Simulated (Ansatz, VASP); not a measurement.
# Two plane-wave programs on C

Contents of INCAR:

```
ALGO     = Normal         # electronic algorithm
EDIFF    = 1E-6           # SCF threshold, eV
ENCUT    = 520            # plane-wave cutoff, eV
GGA      = RP             # functional
ISIF     = 2              # what is computed and relaxed
ISMEAR   = -1             # smearing method
LASPH    = T              # aspherical terms in the spheres
LCHARG   = T              # write CHGCAR
LELF     = T              # ELF
LREAL    = F              # projectors in reciprocal space
LVHAR    = T            
LWAVE    = F              # write WAVECAR
NBANDS   = 11             # bands
NELM     = 60             # most SCF steps
PREC     = Accurate       # precision mode
SIGMA    = 0.05           # smearing width, eV
```

File KPOINTS:

```
k-points
0
Gamma
  13 13 13
```

POSCAR

```
C
1.0
    0.0000000000      1.7943264871      1.7943264871
    1.7943264871      0.0000000000      1.7943264871
    1.7943264871      1.7943264871      0.0000000000
C
2
Direct
    0.5000000000      0.5000000000      0.5000000000
    0.7500000000      0.7500000000      0.7500000000
```

Input for Ansatz:

```yaml
crystal:
  lattice:
    - [0.0, 1.7943264871, 1.7943264871]
    - [1.7943264871, 0.0, 1.7943264871]
    - [1.7943264871, 1.7943264871, 0.0]
  atoms:
    - { symbol: C, position: [0.5, 0.5, 0.5] }
    - { symbol: C, position: [0.75, 0.75, 0.75] }
hamiltonian:
  xc: rpbe
  pseudopotentials:
    kind: paw
    azcp:
      C: "pseudopotentials/C.paw.azcp"
basis:
  ecutwfc: 420
  fft_grid_basis: typed
kpoints:
  mp_grid: { grid: [13, 13, 13], shift: [0, 0, 0] }
magnetization:
  spin_polarized: false
scf:
  occupations: { method: fermi_dirac, width: 0.05 }
  lower_state_search: "off"
output:
  stress: true
```

Alike in both runs: task single point; functional RPBE; k mesh 13 × 13 × 13; occupations fermi-dirac, width 0.05 eV; no spin polarisation.

|  | VASP | Ansatz |
| --- | --- | --- |
| version | VASP 6.6.1 | Ansatz 0.2.0 |
| potentials or method | VASP PAW PBE potentials, release 64 (C), cutoff 520 eV | plane waves (420 eV) with PAW, scalar-relativistic |
| valence electrons in the cell | 8 | 8 |

```tsv
	VASP	Ansatz	Ansatz less VASP
pressure (GPa)	0.5	0.0	-0.48
```

VASP's potentials were made for PBE, not for RPBE.
